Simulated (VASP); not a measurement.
# Bi (Pm-3n) in VASP: single point with PBE

Aim: the single point of Bi with PBE.

Program: VASP 6.6.1. These are calculated values, not measurements. Logs are shortened: lines on timing, memory, paths and dates and some standing lists are left out, and cuts for length are marked.

## 1. The cell of the first run

The structure is cubic, space group Pm-3n (No. 223). The conventional cell has a = 6.381 Å, b = 6.381 Å, c = 6.381 Å, α = 90.00°, β = 90.00°, γ = 90.00°. Within 4.7 Å of Bi (site symmetry m-3) lie 12 Bi at 3.57 Å. Within 4.2 Å of Bi (site symmetry -4m2) lie 14 Bi at 3.19 to 3.91 Å.

## 2. Single point, PBE

Contents of INCAR:

```
SYSTEM = Bi
PREC = Accurate
ENCUT = 520
EDIFF = 1E-6
ISMEAR = 0
SIGMA = 0.1
LREAL = .FALSE.
LASPH = .TRUE.
NELM = 100
ALGO = Fast
ISIF = 2
LWAVE = .FALSE.
LCHARG = .FALSE.
GGA = PE
NBANDS = 70
```

Contents of KPOINTS:

```
Automatic mesh
0
G
  6 6 6
  0 0 0
```

Contents of POSCAR:

```
Bi
1.0
    6.3814246176      0.0000000000      0.0000000000
    0.0000000000      6.3814246176      0.0000000000
    0.0000000000      0.0000000000      6.3814246176
Bi
8
Direct
    0.5000000000      0.5000000000      0.5000000000
    0.0000000000      0.0000000000      0.0000000000
    0.2500000000      0.0000000000      0.5000000000
    0.5000000000      0.2500000000      0.0000000000
    0.5000000000      0.7500000000      0.0000000000
    0.7500000000      0.0000000000      0.5000000000
    0.0000000000      0.5000000000      0.7500000000
    0.0000000000      0.5000000000      0.2500000000
```

Potentials or basis: VASP PAW PBE potentials, release 64 (Bi_d).

Run with:

```console
$ cat potpaw_PBE.64/Bi_d/POTCAR > POTCAR
$ mpirun -np 1 vasp_std > vasp.out
```

OUTCAR:

```text
SYSTEM = Bi
   PREC = Accurate
   ENCUT = 520
   EDIFF = 1E-6
   ISMEAR = 0
   LREAL = .FALSE.
   LASPH = .TRUE.
   NELM = 100
   ISIF = 2
   GGA = PE

 ion  position               nearest neighbor table
   1  0.500  0.500  0.500-   3 3.57   4 3.57   5 3.57   6 3.57   7 3.57   8 3.57   4 3.57   5 3.57
                             3 3.57   6 3.57   7 3.57   8 3.57
   2  0.000  0.000  0.000-   3 3.57   4 3.57   5 3.57   6 3.57   7 3.57   8 3.57   3 3.57   6 3.57
                             7 3.57   8 3.57   4 3.57   5 3.57
   3  0.250  0.000  0.500-   6 3.19   6 3.19   1 3.57   2 3.57   1 3.57   2 3.57   8 3.91   5 3.91
                             4 3.91   5 3.91   4 3.91   7 3.91   8 3.91   7 3.91
   4  0.500  0.250  0.000-   5 3.19   5 3.19   1 3.57   1 3.57   2 3.57   2 3.57   8 3.91   3 3.91
                             3 3.91   6 3.91   6 3.91   7 3.91   7 3.91   8 3.91
   5  0.500  0.750  0.000-   4 3.19   4 3.19   1 3.57   1 3.57   2 3.57   2 3.57   8 3.91   3 3.91
                             3 3.91   6 3.91   6 3.91   7 3.91   7 3.91   8 3.91
   6  0.750  0.000  0.500-   3 3.19   3 3.19   1 3.57   2 3.57   1 3.57   2 3.57   8 3.91   4 3.91
                             4 3.91   5 3.91   5 3.91   7 3.91   8 3.91   7 3.91
   7  0.000  0.500  0.750-   8 3.19   8 3.19   1 3.57   2 3.57   2 3.57   1 3.57   3 3.91   4 3.91
                             5 3.91   3 3.91   6 3.91   6 3.91   4 3.91   5 3.91
   8  0.000  0.500  0.250-   7 3.19   7 3.19   1 3.57   2 3.57   2 3.57   1 3.57   3 3.91   4 3.91
                             5 3.91   3 3.91   6 3.91   6 3.91   4 3.91   5 3.91

  LATTYP: Found a simple cubic cell.
 ALAT       =     6.3814246176

  Lattice vectors:

 A1 = (   6.3814246176,   0.0000000000,   0.0000000000)
 A2 = (   0.0000000000,   6.3814246176,   0.0000000000)
 A3 = (   0.0000000000,   0.0000000000,   6.3814246176)

Analysis of symmetry for initial positions (statically):
=====================================================================
 Subroutine PRICEL returns:
 Original cell was already a primitive cell.

 Routine SETGRP: Setting up the symmetry group for a
 simple cubic supercell.

 Subroutine GETGRP returns: Found 48 space group operations
 (whereof 24 operations were pure point group operations)
 out of a pool of 48 trial point group operations.

The static configuration has the point symmetry T_h .
 The point group associated with its full space group is O_h .

Analysis of symmetry for dynamics (positions and initial velocities):
=====================================================================
 Subroutine PRICEL returns:
 Original cell was already a primitive cell.

 Routine SETGRP: Setting up the symmetry group for a
 simple cubic supercell.

 Subroutine GETGRP returns: Found 48 space group operations
 (whereof 24 operations were pure point group operations)
 out of a pool of 48 trial point group operations.

The dynamic configuration has the point symmetry T_h .
 The point group associated with its full space group is O_h .

 Subroutine INISYM returns: Found 48 space group operations
 (whereof 24 operations are pure point group operations),
 and found     1 'primitive' translations

----------------------------------------------------------------------------------------

                                     Primitive cell

  volume of cell :     259.8681

  direct lattice vectors                    reciprocal lattice vectors
     6.381424618  0.000000000  0.000000000     0.156704821  0.000000000  0.000000000
     0.000000000  6.381424618  0.000000000     0.000000000  0.156704821  0.000000000
     0.000000000  0.000000000  6.381424618     0.000000000  0.000000000  0.156704821

  length of vectors
     6.381424618  6.381424618  6.381424618     0.156704821  0.156704821  0.156704821

  position of ions in fractional coordinates (direct lattice)
     0.500000000  0.500000000  0.500000000
     0.000000000  0.000000000  0.000000000
     0.250000000  0.000000000  0.500000000
     0.500000000  0.250000000  0.000000000
     0.500000000  0.750000000  0.000000000
     0.750000000  0.000000000  0.500000000
     0.000000000  0.500000000  0.750000000
     0.000000000  0.500000000  0.250000000

  ion indices of the primitive-cell ions
   primitive index   ion index
                 1           1
                 2           2
                 3           3
                 4           4
                 5           5
                 6           6
                 7           7
                 8           8

----------------------------------------------------------------------------------------

 KPOINTS: Automatic mesh

Automatic generation of k-mesh.
 Grid dimensions read from file:
 generate k-points for:    6    6    6

 Generating k-lattice:

  Cartesian coordinates                     Fractional coordinates (reciprocal lattice)
     0.026117470  0.000000000  0.000000000     0.166666667  0.000000000  0.000000000
     0.000000000  0.026117470  0.000000000     0.000000000  0.166666667  0.000000000
     0.000000000  0.000000000  0.026117470     0.000000000  0.000000000  0.166666667

  Length of vectors
     0.026117470  0.026117470  0.026117470

  Shift w.r.t. Gamma in fractional coordinates (k-lattice)
     0.000000000  0.000000000  0.000000000

 Subroutine IBZKPT returns following result:
 ===========================================

 Found     20 irreducible k-points:

 Following reciprocal coordinates:
            Coordinates               Weight
  0.000000  0.000000  0.000000      1.000000
  0.166667  0.000000  0.000000      6.000000
  0.333333  0.000000  0.000000      6.000000
  0.500000  0.000000  0.000000      3.000000
  0.166667  0.166667  0.000000     12.000000
  0.333333  0.166667  0.000000     24.000000
[... 12 lines left out ...]
  0.500000  0.500000  0.333333      6.000000
  0.500000  0.500000  0.500000      1.000000
   k-points           NKPTS =     20   k-points in BZ     NKDIM =     20   number of bands    NBANDS=     70
   number of dos      NEDOS =    301   number of ions     NIONS =      8
   total plane-waves  NPLWV = 110592
   dimension x,y,z NGX =    48 NGY =   48 NGZ =   48
   dimension x,y,z NGXF=    96 NGYF=   96 NGZF=   96
   ions per type =               8
   NGX,Y,Z   is equivalent  to a cutoff of  12.50, 12.50, 12.50 a.u.
   NGXF,Y,Z  is equivalent  to a cutoff of  25.01, 25.01, 25.01 a.u.
 SYSTEM =  Bi
   PREC   = accura    normal or accurate (medium, high low for compatibility)
   ISTART =      0    job   : 0-new  1-cont  2-samecut
   ICHARG =      2    charge: 1-file 2-atom 10-const
   ISPIN  =      1    spin polarized calculation?
   LNONCOLLINEAR =      F non collinear calculations
   LSORBIT =      F    spin-orbit coupling
   LASPH  =      T    aspherical Exc in radial PAW
   ENCUT  =  520.0 eV  38.22 Ry    6.18 a.u.  11.87 11.87 11.87*2*pi/ulx,y,z
   NELM   =    100;   NELMIN=  2; NELMDL= -5     # of ELM steps
   EDIFF  = 0.1E-05   stopping-criterion for ELM
   LREAL  =      F    real-space projection
   EDIFFG = 0.1E-04   stopping-criterion for IOM
   NSW    =      0    number of steps for IOM
   IBRION =     -1    ionic relax: 0-MD 1-quasi-New 2-CG
   NFREE  =      0    steps in history (QN), initial steepest desc. (CG)
   ISIF   =      2    stress and relaxation
   ISYM   =      2    0-nonsym 1-usesym 2-fastsym
   POTIM  = 0.5000    time-step for ionic-motion
   TEBEG  =    0.0;   TEEND  =   0.0 temperature during run
   PSTRESS=    0.0 pullay stress
   NELECT =     120.0000    total number of electrons
   NUPDOWN=      -1.0000    fix difference up-down
   EMIN   =  10.00;   EMAX   =-10.00  energy-range for DOS
   EFERMI =   0.00;   METHOD = LEGACY
   ISMEAR =     0;   SIGMA  =   0.10  broadening in eV -4-tet -1-fermi 0-gaus
   EFERMI_NEDOS =   21; number of points for ismear=-14 and -15
   IALGO  =     68    algorithm
   IMIX   =      4    mixing-type and parameters
     AMIX     =   0.40;   BMIX     =  1.00
     AMIX_MAG =   1.60;   BMIX_MAG =  1.00
  volume/ion in A,a.u.               =      32.48       219.21
  Fermi-wavevector in a.u.,A,eV,Ry     =   1.265370  2.391203 21.785128  1.601162
  Thomas-Fermi vector in A             =   2.398627
   LORBIT       =      0    0 simple, 1 ext, 2 COOP (PROOUT), +10 PAW based schemes
   GGA     = PE    functional components
   LHFCALC =     F    Hartree Fock is set to
   AEXX    =    0.0000 exact exchange contribution
   IVDW    =     0    specifies the selected vdW correction
   LEPSILON=     F    determine dielectric tensor
   LRPA    =     F    only Hartree local field effects (RPA)
 non-spin polarized calculation
 RMM-DIIS sequential band-by-band and
 Gauss-broadening in eV      SIGMA  =   0.10
  energy-cutoff  :      520.00
  volume of cell :      259.87
 maximum number of plane-waves:      7088
 NGX is ok and might be reduce to    48
   NGX = 23   NGY = 23   NGZ = 23

 number of electron     120.0000112 magnetization

 Free energy of the ion-electron system (eV)
  ---------------------------------------------------
  ext. energy  EPLUGINS =         0.00000000
  ---------------------------------------------------
  free energy    TOTEN  =       -29.04395397 eV

  energy without entropy =      -29.00433529  energy(sigma->0) =      -29.02414463

 E-fermi :   7.4645     XC(G=0): -10.0857

 val. band max:        7.4614115230   @ k =   0.5000   0.5000   0.3333
 cond. band min:       7.4745588418   @ k =   0.5000   0.1667   0.0000
 fundamental gap:      0.0131473188
 Fermi energy:         7.4645433987

 k-point     1 :       0.0000    0.0000    0.0000
  band No.  band energies     occupation
      1     -15.7261      2.00000
      2     -15.7214      2.00000
      3     -15.7214      2.00000
      4     -15.6485      2.00000
      5     -15.6485      2.00000
      6     -15.6207      2.00000
[... 62 lines left out ...]
     69      10.3136      0.00000
     70      12.7897      0.00000
[... 1385 lines left out ...]
     69       8.2808      0.00000
     70       8.2808      0.00000

------------------------ aborting loop because EDIFF is reached ----------------------------------------

  FORCE on cell =-STRESS in cart. coord.  units (eV):
  Direction    XX          YY          ZZ          XY          YZ          ZX
  --------------------------------------------------------------------------------------
  -------------------------------------------------------------------------------------
  Total       -0.0921929     -0.0921929     -0.0921929      0.0000000     -0.0000000     -0.0000000
  in kB       -0.5684016     -0.5684016     -0.5684016      0.0000000     -0.0000000     -0.0000000
  external PRESSURE =      -0.5684016 kB  Pullay stress =       0.0000000 kB

 VOLUME and BASIS-vectors are now :
 -----------------------------------------------------------------------------
  energy-cutoff  :      520.00
  volume of cell :      259.87
      direct lattice vectors                 reciprocal lattice vectors
     6.381424618  0.000000000  0.000000000     0.156704821  0.000000000  0.000000000
     0.000000000  6.381424618  0.000000000     0.000000000  0.156704821  0.000000000
     0.000000000  0.000000000  6.381424618     0.000000000  0.000000000  0.156704821

 POSITION                                       TOTAL-FORCE (eV/Angst)
 -----------------------------------------------------------------------------------
      3.19071      3.19071      3.19071        -0.000000      0.000000     -0.000000
      0.00000      0.00000      0.00000        -0.000000      0.000000     -0.000000
      1.59536      0.00000      3.19071        -0.000000      0.000000      0.000000
      3.19071      1.59536      0.00000         0.000000      0.000000     -0.000000
      3.19071      4.78607      0.00000        -0.000000      0.000000      0.000000
      4.78607      0.00000      3.19071         0.000000     -0.000000     -0.000000
      0.00000      3.19071      4.78607        -0.000000      0.000000     -0.000000
      0.00000      3.19071      1.59536         0.000000     -0.000000     -0.000000
 -----------------------------------------------------------------------------------
    total drift:                                0.000000     -0.000000      0.000000

  FREE ENERGIE OF THE ION-ELECTRON SYSTEM (eV)
  ---------------------------------------------------
  free  energy   TOTEN  =       -29.0439539670 eV

  energy  without entropy=      -29.0043352875  energy(sigma->0) =      -29.02414463
```

It took 4.9 min on 1 thread of Intel Xeon 6975P-C (Granite Rapids), shared host; peak memory 0.44 GiB.

What came out:

```
Free energy            : -29.0440 eV
Pressure               : -0.1 GPa
Band gap on the k mesh : zero (bands 60 and 61 overlap by 0.49 eV)
```

Levels at points of the mesh, in eV from the Fermi level:
| k point | band 58 | band 59 | band 60 | band 61 | band 62 | band 63 |
| --- | --- | --- | --- | --- | --- | --- |
| (0.00, 0.00, 0.00) | -1.25 | -1.25 | -1.25 | 0.84 | 0.84 | 0.84 |
| (0.50, 0.00, 0.00) | -0.94 | -0.45 | -0.45 | 0.06 | 0.06 | 0.84 |
| (0.50, 0.50, 0.00) | -1.11 | -0.67 | -0.09 | -0.01 | 0.56 | 1.07 |
| (0.50, 0.50, 0.50) | 0.28 | 0.28 | 0.28 | 0.28 | 0.28 | 0.32 |

Caveat: spin-orbit coupling is left out, which moves the levels of the heavy elements.
